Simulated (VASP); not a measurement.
# Be in VASP: a series of runs

The runs below take Be through single point, with PBE.

Everything below comes from runs of VASP 6.6.1. Logs are shortened: lines on timing, memory, paths and dates and some standing lists are left out, and cuts for length are marked.

### Step 1. The cell of the first run

The cell holds a sheet with vacuum, 2 atoms: a = 3.092 Å, b = 3.092 Å, c = 16.000 Å, α = 90.00°, β = 90.00°, γ = 120.00°.

### Step 2. Single point, PBE

Contents of INCAR:

```
PREC = Accurate
ENCUT = 520
EDIFF = 1E-6
ISMEAR = 0
SIGMA = 0.1
LREAL = False
LASPH = True
NELM = 100
ALGO = Normal
ISIF = 2
LWAVE = False
LCHARG = False
LDIPOL = True
IDIPOL = 3
DIPOL = 0.5 0.5 0.500
GGA = PE
NBANDS = 9
```

Contents of KPOINTS:

```
regular mesh
0
Gamma
  6 6 1
```

Contents of POSCAR:

```
Be
1.0
    3.0921880000      0.0000000000      0.0000000000
   -1.5460940000      2.6779130000      0.0000000000
    0.0000000000      0.0000000000     16.0000000000
Be
2
Direct
    0.0000000000      0.0000000000      0.5315993100
    0.0000000000      0.0000000000      0.4684006900
```

Potentials or basis: VASP PAW PBE potentials, release 64 (Be).

Command:

```console
> cat potpaw_PBE.64/Be/POTCAR > POTCAR
> mpirun -np 1 vasp_std > vasp.out
```

OUTCAR:

```text
PREC = Accurate
   ENCUT = 520
   EDIFF = 1E-6
   ISMEAR = 0
   LREAL = False
   LASPH = True
   NELM = 100
   ISIF = 2
   GGA = PE

 ion  position               nearest neighbor table
   1  0.000  0.000  0.532-   2 1.01
   2  0.000  0.000  0.468-   1 1.01

 -----------------------------------------------------------------------------
|                                                                             |
|           W    W    AA    RRRRR   N    N  II  N    N   GGGG   !!!           |
|           W    W   A  A   R    R  NN   N  II  NN   N  G    G  !!!           |
|           W    W  A    A  R    R  N N  N  II  N N  N  G       !!!           |
|           W WW W  AAAAAA  RRRRR   N  N N  II  N  N N  G  GGG   !            |
|           WW  WW  A    A  R   R   N   NN  II  N   NN  G    G                |
|           W    W  A    A  R    R  N    N  II  N    N   GGGG   !!!           |
|                                                                             |
|     The distance between some ions is very small. Please check the          |
|     nearest-neighbor list in the OUTCAR file.                               |
|     I HOPE YOU KNOW WHAT YOU ARE DOING!                                     |
|                                                                             |
 -----------------------------------------------------------------------------

  LATTYP: Found a hexagonal cell.
 ALAT       =     3.0921880000
 C/A-ratio  =     5.1743296333

  Lattice vectors:

 A1 = (   3.0921880000,   0.0000000000,   0.0000000000)
 A2 = (  -1.5460940000,   2.6779130000,   0.0000000000)
 A3 = (   0.0000000000,   0.0000000000,  16.0000000000)

Analysis of symmetry for initial positions (statically):
=====================================================================
 Subroutine PRICEL returns:
 Original cell was already a primitive cell.

 Routine SETGRP: Setting up the symmetry group for a
 hexagonal supercell.

 Subroutine GETGRP returns: Found 24 space group operations
 (whereof 24 operations were pure point group operations)
 out of a pool of 24 trial point group operations.

The static configuration has the point symmetry D_6h.

Analysis of symmetry for dynamics (positions and initial velocities):
=====================================================================
 Subroutine PRICEL returns:
 Original cell was already a primitive cell.

 Routine SETGRP: Setting up the symmetry group for a
 hexagonal supercell.

 Subroutine GETGRP returns: Found 24 space group operations
 (whereof 24 operations were pure point group operations)
 out of a pool of 24 trial point group operations.

The dynamic configuration has the point symmetry D_6h.

 Subroutine INISYM returns: Found 24 space group operations
 (whereof 24 operations are pure point group operations),
 and found     1 'primitive' translations

----------------------------------------------------------------------------------------

                                     Primitive cell

  volume of cell :     132.4898

  direct lattice vectors                    reciprocal lattice vectors
     3.092188000  0.000000000  0.000000000     0.323395602  0.186712563  0.000000000
    -1.546094000  2.677913000  0.000000000     0.000000000  0.373425126  0.000000000
     0.000000000  0.000000000 16.000000000     0.000000000  0.000000000  0.062500000

  length of vectors
     3.092188000  3.092187687 16.000000000     0.373425088  0.373425126  0.062500000

  position of ions in fractional coordinates (direct lattice)
     0.000000000  0.000000000  0.531599310
     0.000000000  0.000000000  0.468400690

  ion indices of the primitive-cell ions
   primitive index   ion index
                 1           1
                 2           2

----------------------------------------------------------------------------------------

 KPOINTS: regular mesh

Automatic generation of k-mesh.
 Grid dimensions read from file:
 generate k-points for:    6    6    1

 Generating k-lattice:

  Cartesian coordinates                     Fractional coordinates (reciprocal lattice)
     0.053899267  0.031118761  0.000000000     0.166666667  0.000000000  0.000000000
     0.000000000  0.062237521  0.000000000     0.000000000  0.166666667  0.000000000
     0.000000000  0.000000000  0.062500000     0.000000000  0.000000000  1.000000000

  Length of vectors
     0.062237515  0.062237521  0.062500000

  Shift w.r.t. Gamma in fractional coordinates (k-lattice)
     0.000000000  0.000000000  0.000000000

 Subroutine IBZKPT returns following result:
 ===========================================

 Found      7 irreducible k-points:

 Following reciprocal coordinates:
            Coordinates               Weight
  0.000000  0.000000  0.000000      1.000000
  0.166667  0.000000  0.000000      6.000000
  0.333333  0.000000  0.000000      6.000000
  0.500000  0.000000  0.000000      3.000000
  0.166667  0.166667  0.000000      6.000000
  0.333333  0.166667  0.000000     12.000000
  0.333333  0.333333  0.000000      2.000000
   k-points           NKPTS =      7   k-points in BZ     NKDIM =      7   number of bands    NBANDS=      9
   number of dos      NEDOS =    301   number of ions     NIONS =      2
   total plane-waves  NPLWV =  69120
   dimension x,y,z NGX =    24 NGY =   24 NGZ =  120
   dimension x,y,z NGXF=    48 NGYF=   48 NGZF=  240
   ions per type =               2
   NGX,Y,Z   is equivalent  to a cutoff of  12.90, 12.90, 12.47 a.u.
   NGXF,Y,Z  is equivalent  to a cutoff of  25.81, 25.81, 24.94 a.u.
 SYSTEM =  unknown system
   PREC   = accura    normal or accurate (medium, high low for compatibility)
   ISTART =      0    job   : 0-new  1-cont  2-samecut
   ICHARG =      2    charge: 1-file 2-atom 10-const
   ISPIN  =      1    spin polarized calculation?
   LNONCOLLINEAR =      F non collinear calculations
   LSORBIT =      F    spin-orbit coupling
   LASPH  =      T    aspherical Exc in radial PAW
   ENCUT  =  520.0 eV  38.22 Ry    6.18 a.u.   5.75  5.75 29.75*2*pi/ulx,y,z
   NELM   =    100;   NELMIN=  2; NELMDL= -5     # of ELM steps
   EDIFF  = 0.1E-05   stopping-criterion for ELM
   LREAL  =      F    real-space projection
   EDIFFG = 0.1E-04   stopping-criterion for IOM
   NSW    =      0    number of steps for IOM
   IBRION =     -1    ionic relax: 0-MD 1-quasi-New 2-CG
   NFREE  =      0    steps in history (QN), initial steepest desc. (CG)
   ISIF   =      2    stress and relaxation
   ISYM   =      2    0-nonsym 1-usesym 2-fastsym
   POTIM  = 0.5000    time-step for ionic-motion
   TEBEG  =    0.0;   TEEND  =   0.0 temperature during run
   PSTRESS=    0.0 pullay stress
   NELECT =       4.0000    total number of electrons
   NUPDOWN=      -1.0000    fix difference up-down
   EMIN   =  10.00;   EMAX   =-10.00  energy-range for DOS
   EFERMI =   0.00;   METHOD = LEGACY
   ISMEAR =     0;   SIGMA  =   0.10  broadening in eV -4-tet -1-fermi 0-gaus
   EFERMI_NEDOS =   21; number of points for ismear=-14 and -15
   IALGO  =     38    algorithm
   IMIX   =      4    mixing-type and parameters
     AMIX     =   0.40;   BMIX     =  1.00
     AMIX_MAG =   1.60;   BMIX_MAG =  1.00
  volume/ion in A,a.u.               =      66.24       447.04
  Fermi-wavevector in a.u.,A,eV,Ry     =   0.509762  0.963310  3.535572  0.259857
  Thomas-Fermi vector in A             =   1.522431
   LORBIT       =      0    0 simple, 1 ext, 2 COOP (PROOUT), +10 PAW based schemes
   GGA     = PE    functional components
   LHFCALC =     F    Hartree Fock is set to
   AEXX    =    0.0000 exact exchange contribution
   IVDW    =     0    specifies the selected vdW correction
   LEPSILON=     F    determine dielectric tensor
   LRPA    =     F    only Hartree local field effects (RPA)
 non-spin polarized calculation
 Gauss-broadening in eV      SIGMA  =   0.10
  energy-cutoff  :      520.00
  volume of cell :      132.49
 maximum number of plane-waves:      3584
 NGX is ok and might be reduce to    24
   NGX = 11   NGY = 11   NGZ = 59

 number of electron       4.0000000 magnetization

 dipolmoment           0.000000      0.000000     -0.000000 electrons x Angstroem

 Free energy of the ion-electron system (eV)
  ---------------------------------------------------
  ext. energy  EPLUGINS =         0.00000000
  ---------------------------------------------------
  free energy    TOTEN  =        10.42476000 eV

  energy without entropy =       10.43660110  energy(sigma->0) =       10.43068055

 E-fermi :  -2.8063     XC(G=0):  -2.7520

 val. band max:       -2.8658070854   @ k =   0.1667   0.1667   0.0000
 cond. band min:      -2.3893383851   @ k =   0.3333   0.1667   0.0000
 fundamental gap:      0.4764687003
 Fermi energy:        -2.8062867554

 k-point     1 :       0.0000    0.0000    0.0000
  band No.  band energies     occupation
      1      -8.7406      2.00000
      2      -4.4228      2.00000
      3      -1.6924      0.00000
      4      -0.5020      0.00000
      5      -0.5020      0.00000
      6       1.2113      0.00000
      7       1.2842      0.00000
      8       2.7116      0.00000
      9       3.8601      0.00000

 k-point     2 :       0.1667    0.0000    0.0000
  band No.  band energies     occupation
      1      -8.3993      2.00000
      2      -3.8994      2.00000
      3      -1.2608      0.00000
      4      -1.1764      0.00000
      5      -0.8948      0.00000
      6       1.7687      0.00000
      7       1.8565      0.00000
      8       3.2358      0.00000
      9       4.4270      0.00000

 k-point     3 :       0.3333    0.0000    0.0000
  band No.  band energies     occupation
      1      -7.4360      2.00000
      2      -2.8865      1.74349
      3      -2.3607      0.00000
      4      -1.5605      0.00000
      5      -0.1223      0.00000
      6       3.3772      0.00000
      7       3.5362      0.00000
      8       4.0834      0.00000
      9       4.6714      0.00000

 k-point     4 :       0.5000    0.0000    0.0000
  band No.  band energies     occupation
      1      -6.5278      2.00000
      2      -4.1862      2.00000
      3      -1.8501      0.00000
      4      -0.4943      0.00000
      5       0.7341      0.00000
      6       1.2527      0.00000
      7       4.9949      0.00000
      8       6.1786      0.00000
      9       6.3958      0.00000

 k-point     5 :       0.1667    0.1667    0.0000
  band No.  band energies     occupation
      1      -7.7327      2.00000
      2      -2.8658      1.60007
      3      -2.0214      0.00000
      4      -1.8624      0.00000
      5      -0.4617      0.00000
      6       2.8623      0.00000
      7       2.9965      0.00000
      8       4.2408      0.00000
      9       5.5142      0.00000

 k-point     6 :       0.3333    0.1667    0.0000
  band No.  band energies     occupation
      1      -6.5494      2.00000
      2      -3.8417      2.00000
      3      -2.3893      0.00000
      4      -0.9294      0.00000
      5       0.6830      0.00000
      6       2.6140      0.00000
      7       4.8118      0.00000
      8       5.2892      0.00000
      9       5.9417      0.00000

 k-point     7 :       0.3333    0.3333    0.0000
  band No.  band energies     occupation
      1      -5.1749      2.00000
      2      -5.1749      2.00000
      3      -2.9591      1.96931
      4       0.3879      0.00000
      5       1.1610      0.00000
      6       2.8999      0.00000
      7       2.8999      0.00000
      8       6.5921      0.00000
      9       6.5921      0.00000

------------------------ aborting loop because EDIFF is reached ----------------------------------------

 vacuum level on the upper side and lower side of the slab       (xc-potential included)        -0.110        -0.110

  FORCE on cell =-STRESS in cart. coord.  units (eV):
  Direction    XX          YY          ZZ          XY          YZ          ZX
  --------------------------------------------------------------------------------------
  -------------------------------------------------------------------------------------
  Total       -4.9577401     -4.9577387     40.8242339      0.0000000      0.0000000      0.0000000
  in kB      -59.9531489    -59.9531328    493.6808598      0.0000000      0.0000000      0.0000000
  external PRESSURE =     124.5915260 kB  Pullay stress =       0.0000000 kB

 VOLUME and BASIS-vectors are now :
 -----------------------------------------------------------------------------
  energy-cutoff  :      520.00
  volume of cell :      132.49
      direct lattice vectors                 reciprocal lattice vectors
     3.092188000  0.000000000  0.000000000     0.323395602  0.186712563  0.000000000
    -1.546094000  2.677913000  0.000000000     0.000000000  0.373425126  0.000000000
     0.000000000  0.000000000 16.000000000     0.000000000  0.000000000  0.062500000

 POSITION                                       TOTAL-FORCE (eV/Angst)
 -----------------------------------------------------------------------------------
      0.00000      0.00000      8.50559        -0.000000     -0.000000     40.373880
      0.00000      0.00000      7.49441         0.000000      0.000000    -40.373880
 -----------------------------------------------------------------------------------
    total drift:                                0.000000      0.000000     -0.000000

  FREE ENERGIE OF THE ION-ELECTRON SYSTEM (eV)
  ---------------------------------------------------
  free  energy   TOTEN  =        10.4247600021 eV

  energy  without entropy=       10.4366010976  energy(sigma->0) =       10.43068055

 vacuum level on the upper side and lower side of the slab         1.333         1.333
```

It took 10 s on 1 thread of Intel Xeon Platinum 8488C (Sapphire Rapids), shared host; peak memory 0.22 GiB.

What came out:

```
Free energy            : 10.4248 eV
Largest force          : 40.374 eV/Å
Band gap on the k mesh : zero (band 2 reaches -2.87 eV, above the bottom of band 3 at -2.96 eV)
```

Forces in eV/Å, atoms in the order of the input:
```
Be    0.000   0.000  40.374
Be    0.000   0.000 -40.374
```

Levels at points of the mesh, in eV from the Fermi level:
| k point | band 1 | band 2 | band 3 | band 4 | band 5 | band 6 | band 7 |
| --- | --- | --- | --- | --- | --- | --- | --- |
| (0.00, 0.00, 0.00) | -5.93 | -1.62 | 1.11 | 2.30 | 2.30 | 4.02 | 4.09 |
| (0.50, 0.00, 0.00) | -3.72 | -1.38 | 0.96 | 2.31 | 3.54 | 4.06 | 7.80 |

Caveat: the k points lie up to 0.39 Å⁻¹ apart.

### Step 3. Single point, PBE

This run uses another cell than the first one, of 53.40 Å³/atom, 0.806 times its volume.

Contents of INCAR:

```
  ALGO = Normal
  DIPOL = 0.5 0.5 0.310
  EDIFF = 1E-6
  ENCUT = 520
  GGA = PE
  IDIPOL = 3
  ISIF = 2
  ISMEAR = 0
  LASPH = True
  LCHARG = False
  LDIPOL = True
  LREAL = False
  LWAVE = False
  NBANDS = 9
  NELM = 100
  PREC = Accurate
  SIGMA = 0.1
```

Contents of KPOINTS:

```
k-points
0
Gamma
  12 12 1
```

Contents of POSCAR:

```
Be
1.0
    2.1852873950      0.0000000000      0.0000000000
   -1.0926436975      1.8925143986      0.0000000000
    0.0000000000      0.0000000000     25.8223558400
Be
2
Direct
    0.0000000000      0.0000000000      0.3551931217
    0.0000000000      0.0000000000      0.2644250146
```

Potentials or basis: VASP PAW PBE potentials, release 64 (Be).

Command:

```console
> cat potpaw_PBE.64/Be/POTCAR > POTCAR
> mpirun -np 1 vasp_std > vasp.out
```

Run time: 16 s. Hardware: 1 thread of Intel Xeon Platinum 8488C (Sapphire Rapids), shared host; peak memory 0.2 GiB.

It converged, with:

```
Free energy            : -6.2646 eV
Largest force          : 0.235 eV/Å
Band gap on the k mesh : zero (band 2 reaches -1.85 eV, above the bottom of band 3 at -5.54 eV)
```

Forces in eV/Å, atoms in the order of the input:
```
Be   0.000  0.000  0.235
Be   0.000  0.000 -0.235
```

Levels at points of the mesh, in eV from the Fermi level:
| k point | band 1 | band 2 | band 3 | band 4 | band 5 | band 6 |
| --- | --- | --- | --- | --- | --- | --- |
| (0.00, 0.00, 0.00) | -8.24 | -5.15 | -2.19 | 2.86 | 4.72 | 5.22 |
| (0.50, 0.00, 0.00) | -2.00 | -0.03 | 2.39 | 5.90 | 6.72 | 9.93 |
